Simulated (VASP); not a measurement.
A run of VASP 6.6.1 is set up as follows.

The input POSCAR:

```
AlN
1.0
    0.0000000000      2.1849006274      2.1849006274
    2.1849006274      0.0000000000      2.1849006274
    2.1849006274      2.1849006274      0.0000000000
Al N
1 1
Direct
    0.0000000000      0.0000000000      0.0000000000
    0.7500000000      0.7500000000      0.7500000000
```

The input INCAR.step1:

```
SYSTEM = AlN
PREC = Accurate ; ENCUT = 520
ISMEAR = 0 ; SIGMA = 0.05
LREAL = .False. ; LASPH = .True.
NELM = 80 ; NBANDS = 11
GGA = PE ; ALGO = Normal
EDIFF = 1E-4 ; LWAVE = .True.
LCHARG = .False.
```

File INCAR.step2:

```
SYSTEM = AlN
PREC = Accurate ; ENCUT = 520
EDIFF = 1E-7 ; ISMEAR = 0
SIGMA = 0.05 ; LREAL = .False.
LASPH = .True. ; NELM = 80
ALGO = Normal ; ISIF = 2
LWAVE = .False. ; LCHARG = .True.
METAGGA = R2SCAN ; LMIXTAU = .True.
LELF = .True. ; LVHAR = .True.
NBANDS = 11 ; ISTART = 1
```

File KPOINTS:

```
regular mesh
0
Gamma
  8 8 8
  0 0 0
```

Potentials or basis: VASP PAW PBE potentials, release 64 (Al, N).

Launch:

```sh
$ cat potpaw_PBE.64/Al/POTCAR potpaw_PBE.64/N/POTCAR > POTCAR
$ cp INCAR.step1 INCAR
$ mpirun -np 1 vasp_std > vasp.out
$ cp INCAR.step2 INCAR
$ mpirun -np 1 vasp_std > vasp.out
```

Problem. What does it give for the band gap on the k mesh?

Solution. 3.93 eV, indirect (least direct gap 4.88 eV).

Problem. What does it give for the pressure?

Solution. -0.4 GPa.

Caveat: the PAW data sets were made with another functional, which shifts forces and pressure a little. A k mesh can miss the band edges.
